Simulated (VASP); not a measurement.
# MoS2 (P6_3/mmc) in VASP: a series of runs, part 2 of 2

VASP 6.6.1. Earlier steps stand in the parts before.

### Step 4. Single point, LDA

This run uses another cell than the first one, of 18.58 Å³/atom, 1.083 times its volume.

INCAR

```
ALGO = Normal
EDIFF = 1E-6
ENCUT = 520
GGA = CA
ISIF = 2
ISMEAR = 1
LASPH = T
LCHARG = F
LREAL = F
LWAVE = F
NBANDS = 35
NELM = 80
PREC = Accurate
SIGMA = 0.05
```

KPOINTS

```
k-points
0
Gamma
  8 8 2
```

POSCAR

```
MoS2
1.0
    3.2107021507      0.0000000000      0.0000000000
   -1.6053510754      2.7805450626      0.0000000000
    0.0000000000      0.0000000000     12.4861764927
Mo S
2 4
Direct
    0.3333333333      0.6666666667      0.2500000000
    0.6666666667      0.3333333333      0.7500000000
    0.3333333333      0.6666666667      0.6230000000
    0.6666666667      0.3333333333      0.1230000000
    0.3333333333      0.6666666667      0.8770000000
    0.6666666667      0.3333333333      0.3770000000
```

Potentials or basis: VASP PAW LDA potentials, release 64 (Mo_sv, S).

On the command line:

```sh
> cat potpaw_LDA.64/Mo_sv/POTCAR potpaw_LDA.64/S/POTCAR > POTCAR
> mpirun -np 1 vasp_std > vasp.out
```

OUTCAR:

```text
EDIFF = 1E-6
   ENCUT = 520
   GGA = CA
   ISIF = 2
   ISMEAR = 1
   LASPH = T
   LREAL = F
   NELM = 80
   PREC = Accurate

 ion  position               nearest neighbor table
   1  0.333  0.667  0.250-   4 2.44   6 2.44   4 2.44   6 2.44   4 2.44   6 2.44
   2  0.667  0.333  0.750-   3 2.44   5 2.44   3 2.44   5 2.44   3 2.44   5 2.44
   3  0.333  0.667  0.623-   2 2.44   2 2.44   2 2.44
   4  0.667  0.333  0.123-   1 2.44   1 2.44   1 2.44
   5  0.333  0.667  0.877-   2 2.44   2 2.44   2 2.44
[... 964 lines left out ...]
  -------------------------------------------------------------------------------------
  Total       -7.3089784     -7.3089544     -7.4616991      0.0000000     -0.0000000      0.0000000
  in kB     -105.0528484   -105.0525035   -107.2479220      0.0000000     -0.0000000      0.0000000
  external PRESSURE =    -105.7844246 kB  Pullay stress =       0.0000000 kB

 VOLUME and BASIS-vectors are now :
 -----------------------------------------------------------------------------
  energy-cutoff  :      520.00
  volume of cell :      111.47
      direct lattice vectors                 reciprocal lattice vectors
     3.210702151  0.000000000  0.000000000     0.311458352  0.179820858  0.000000000
    -1.605351075  2.780545063  0.000000000     0.000000000  0.359641717  0.000000000
     0.000000000  0.000000000 12.486176493     0.000000000  0.000000000  0.080088568

 POSITION                                       TOTAL-FORCE (eV/Angst)
 -----------------------------------------------------------------------------------
     -0.00000      1.85370      3.12154         0.000000      0.000000      0.000000
      1.60535      0.92685      9.36463        -0.000000     -0.000000      0.000000
     -0.00000      1.85370      7.77889        -0.000000     -0.000000      1.036170
      1.60535      0.92685      1.53580         0.000000      0.000000      1.036170
     -0.00000      1.85370     10.95038         0.000000     -0.000000     -1.036170
      1.60535      0.92685      4.70729         0.000000      0.000000     -1.036170
 -----------------------------------------------------------------------------------
    total drift:                               -0.000000      0.000000     -0.000000

  FREE ENERGIE OF THE ION-ELECTRON SYSTEM (eV)
  ---------------------------------------------------
  free  energy   TOTEN  =       -48.6709045211 eV

  energy  without entropy=      -48.6709271691  energy(sigma->0) =      -48.67091207
```

OSZICAR:

```text
N       E                     dE             d eps       ncg     rms          rms(c)
DAV:   1     0.460079168079E+03    0.46008E+03   -0.28872E+04  1552   0.141E+03
DAV:   2    -0.256860786970E+02   -0.48577E+03   -0.47017E+03  1650   0.377E+02
DAV:   3    -0.512980349182E+02   -0.25612E+02   -0.25071E+02  1693   0.781E+01
DAV:   4    -0.518484493534E+02   -0.55041E+00   -0.54899E+00  1676   0.114E+01
DAV:   5    -0.518581537839E+02   -0.97044E-02   -0.97016E-02  1659   0.155E+00    0.315E+01
DAV:   6    -0.496644845236E+02    0.21937E+01   -0.13517E+01  1538   0.246E+01    0.116E+01
DAV:   7    -0.490521205553E+02    0.61236E+00   -0.61953E+00  1554   0.168E+01    0.803E+00
DAV:   8    -0.486754283778E+02    0.37669E+00   -0.85263E-01  1576   0.652E+00    0.232E+00
DAV:   9    -0.486769966553E+02   -0.15683E-02   -0.76171E-02  1547   0.133E+00    0.901E-01
DAV:  10    -0.486712012914E+02    0.57954E-02   -0.23377E-02  1538   0.110E+00    0.352E-01
DAV:  11    -0.486710771345E+02    0.12416E-03   -0.13886E-03  1553   0.212E-01    0.167E-01
DAV:  12    -0.486709517537E+02    0.12538E-03   -0.18971E-04  1574   0.709E-02    0.118E-01
DAV:  13    -0.486709039795E+02    0.47774E-04   -0.21297E-04  1568   0.844E-02    0.106E-02
DAV:  14    -0.486709045715E+02   -0.59202E-06   -0.10330E-05  1330   0.182E-02    0.184E-02
DAV:  15    -0.486709045211E+02    0.50441E-07   -0.27480E-07   814   0.326E-03
   1 F= -.48670905E+02 E0= -.48670912E+02  d E =0.226481E-04
```

Wall time 68 s (1 thread of Intel Xeon Platinum 8259CL at 2.50GHz (Skylake/Cascade Lake), shared host); peak memory 0.21 GiB.

Results:

* Free energy: -48.6709 eV
* Pressure: -10.6 GPa
* Largest force: 1.036 eV/Å
* Band gap on the k mesh: 0.94 eV, indirect (least direct gap 1.83 eV)

Forces on the atoms (eV/Å):
```
Mo   0.000  0.000  0.000
Mo   0.000  0.000  0.000
S    0.000  0.000  1.036
S    0.000  0.000  1.036
S    0.000  0.000 -1.036
S    0.000  0.000 -1.036
```

Caveat: forces of over 1 eV/Å act on the atoms, so gaps and moduli don't describe the material at rest. A k mesh can miss the band edges.

### Step 5. Summary

| cell | gap on the mesh (eV) | pressure (GPa) | largest force (eV/Å) |
| --- | --- | --- | --- |
| a = 3.126, b = 3.126, c = 12.157 Å, angles 90.0, 90.0, 120.0°, 6 atoms | 0.88 | 0.7 | 0.21 |
| a = 3.169, b = 3.169, c = 12.324 Å, angles 90.0, 90.0, 120.0°, 6 atoms | 0.92 | -5.6 | 0.46 |
| a = 3.211, b = 3.211, c = 12.486 Å, angles 90.0, 90.0, 120.0°, 6 atoms | 0.94 | -10.6 | 1.04 |

Alike in all rows: task single point; level LDA; potentials or basis VASP PAW LDA potentials, release 64 (Mo_sv, S); no spin polarisation; k mesh 8 × 8 × 2; cutoff (eV) 520; smearing methfessel-paxton 0.05 eV.

Caveats: forces of over 1 eV/Å act on the atoms, so gaps and moduli don't describe the material at rest (some runs).

Absolute energies hang on the potentials; compare differences alone.

### Step 6. Against experiment

Step 2. A measured gap of MoS2 is 1.3 eV (indirect; 300 K; “Multiwavelength excitation Raman Scattering Analysis of bulk and 2 dimensional MoS2: Vibrational properties of atomically thin MoS2 layers”, 2015, arxiv:1506.03228); the calculated 0.88 eV misses it by -0.42 eV. Spin-orbit coupling on Mo is left out. The value is that of LDA on a finite k mesh, which can miss the band edges, without temperature or zero-point motion. Semilocal functionals fall short of measured gaps as a rule.
